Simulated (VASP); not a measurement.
AlGa5As6:

```xyz
12
Lattice="3.8996 0.0000 0.0000 0.0000 3.8996 0.0000 0.0000 0.0000 16.5445" Properties=species:S:1:pos:R:3 pbc="T T T"
Al    0.0000    0.0000    8.2722
Ga    0.0000    0.0000   13.7871
Ga    1.9498    1.9498    0.0000
Ga    0.0000    0.0000    2.7574
Ga    1.9498    1.9498    5.5148
Ga    1.9498    1.9498   11.0297
As    1.9498    0.0000   15.1658
As    0.0000    1.9498    1.3787
As    1.9498    0.0000    4.1361
As    0.0000    1.9498    6.8935
As    1.9498    0.0000    9.6510
As    0.0000    1.9498   12.4084
```

```yaml
Program: VASP 6.6.1
Task: relaxation of cell and atoms
Functional: PBE
Potentials_or_basis: VASP PAW PBE potentials, release 64 (Al, Ga_d, As)
Cutoff: 500 eV
k_mesh: 4 × 4 × 1
Occupations: gaussian, width 0.1 eV
Spin: no spin polarisation
```

At the start: pressure 10.3 GPa; volume 20.97 Å³/atom.

Question: How do energy, volume and symmetry change on relaxing?

Answer: Over 6 steps the energy falls by 80.3 meV/atom and the volume is 23.68 Å³/atom (+12.9 %); space group P-4m2 (No. 115, to 0.05 Å).

Step by step:
```tsv
step	energy change (eV)	largest force (eV/Å)	pressure (GPa)	volume (Å³)
1	0.0000	0.1211	10.31	251.59
2	-0.7492	0.0516	-3.15	304.00
3	-0.9575	0.0746	-0.07	284.96
4	-0.9573	0.0751	0.09	284.26
5	-0.9615	0.0416	0.10	284.22
6	-0.9641	0.0395	0.11	284.15
```

Final structure:
```cif
data_structure
_symmetry_space_group_name_H-M 'P 1'
_symmetry_Int_Tables_number 1
_cell_length_a 4.0860
_cell_length_b 4.0860
_cell_length_c 17.0197
_cell_angle_alpha 90.000
_cell_angle_beta 90.000
_cell_angle_gamma 90.000
_cell_volume 284.15
loop_
_atom_site_label
_atom_site_type_symbol
_atom_site_fract_x
_atom_site_fract_y
_atom_site_fract_z
_atom_site_occupancy
Al1 Al 0.00000 0.00000 0.50000 1
Ga1 Ga 0.00000 0.00000 0.83335 1
Ga2 Ga 0.50000 0.50000 0.00000 1
Ga3 Ga 0.00000 0.00000 0.16665 1
Ga4 Ga 0.50000 0.50000 0.33325 1
Ga5 Ga 0.50000 0.50000 0.66675 1
As1 As 0.50000 0.00000 0.91665 1
As2 As 0.00000 0.50000 0.08335 1
As3 As 0.50000 0.00000 0.24994 1
As4 As 0.00000 0.50000 0.41740 1
As5 As 0.50000 0.00000 0.58260 1
As6 As 0.00000 0.50000 0.75006 1
```
